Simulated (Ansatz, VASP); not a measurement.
AlN in VASP and in Ansatz

POSCAR

```
AlN
1.0
    0.0000000000      2.1839935596      2.1839935596
    2.1839935596      0.0000000000      2.1839935596
    2.1839935596      2.1839935596      0.0000000000
Al N
1 1
Direct
    0.0000000000      0.0000000000      0.0000000000
    0.2500000000      0.2500000000      0.2500000000
```

File INCAR.step1:

```
PREC = Accurate ; ENCUT = 600
EDIFF = 1E-5 ; ISMEAR = -1
SIGMA = 0.05 ; LREAL = False
LASPH = True ; NELM = 60
ALGO = Normal ; LWAVE = True
LCHARG = False ; GGA = PE
NBANDS = 11
```

Contents of INCAR.step2:

```
PREC = Accurate ; ENCUT = 600
EDIFF = 1E-7 ; ISMEAR = -1
SIGMA = 0.05 ; LREAL = False
LASPH = True ; NELM = 60
ALGO = Normal ; ISIF = 3
LWAVE = False ; LCHARG = False
GGA = B3 ; LHFCALC = True
AEXX = 0.2 ; AGGAX = 0.72
AGGAC = 0.81 ; ALDAC = 0.19
PRECFOCK = Normal ; IBRION = 2
NSW = 60 ; EDIFFG = -0.01
ISTART = 1
```

The input KPOINTS:

```
Automatic mesh
0
Gamma
  5 5 5
```

Contents of input.yaml:

```yaml
crystal:
  lattice:
    - [0.0, 2.1839935596, 2.1839935596]
    - [2.1839935596, 0.0, 2.1839935596]
    - [2.1839935596, 2.1839935596, 0.0]
  atoms:
    - { symbol: Al, position: [0.0, 0.0, 0.0] }
    - { symbol: "N", position: [0.25, 0.25, 0.25] }
hamiltonian:
  xc: b3lyp
  pseudopotentials: { kind: paw }
kpoints:
  mp_grid: { grid: [5, 5, 5] }
scf:
  occupations: { method: fermi_dirac, width: 0.05 }
output:
  forces: true
  stress: true
relax:
  f_tol: 0.01
  max_steps: 40
  cell: { stress_tol: 0.05 }
```

Alike in both runs: task relaxation of cell and atoms; functional B3LYP; k mesh 5 × 5 × 5; occupations fermi-dirac, width 0.05 eV; no spin polarisation.

|  | VASP | Ansatz |
| --- | --- | --- |
| version | VASP 6.6.1 | Ansatz 0.2.0 |
| potentials or method | VASP PAW PBE potentials, release 64 (Al, N) | Ansatz PAW |
| plane-wave cutoff (eV) | 600 | 420 |
| valence electrons in the cell | 8 | 8 |

Ansatz gave:

| Item | Value |
| --- | --- |
| gap on the k mesh at the Fermi level, each at its own relaxed structure (eV) | 5.84 |
| relaxed volume (Å³/atom) | 10.54 |
| relaxed length of the cell vector where the two differ most in proportion (Å) | 3.101 |

Q: What did VASP give for the same quantities?

A: gap on the k mesh at the Fermi level, each at its own relaxed structure (eV): 5.84; relaxed volume (Å³/atom): 10.57; relaxed length of the cell vector where the two differ most in proportion (Å): 3.103.

VASP's potentials were made for PBE, not for B3LYP.

The k mesh is coarse, so the values compare programs but aren't converged. Noted on Ansatz's run: odd divisions of the mesh miss points on the zone boundary, where band edges often lie, so the gap on the mesh can be too wide; the plane-wave basis is chosen anew once the cell has moved, so the energies of steps on either side of that aren't comparable.
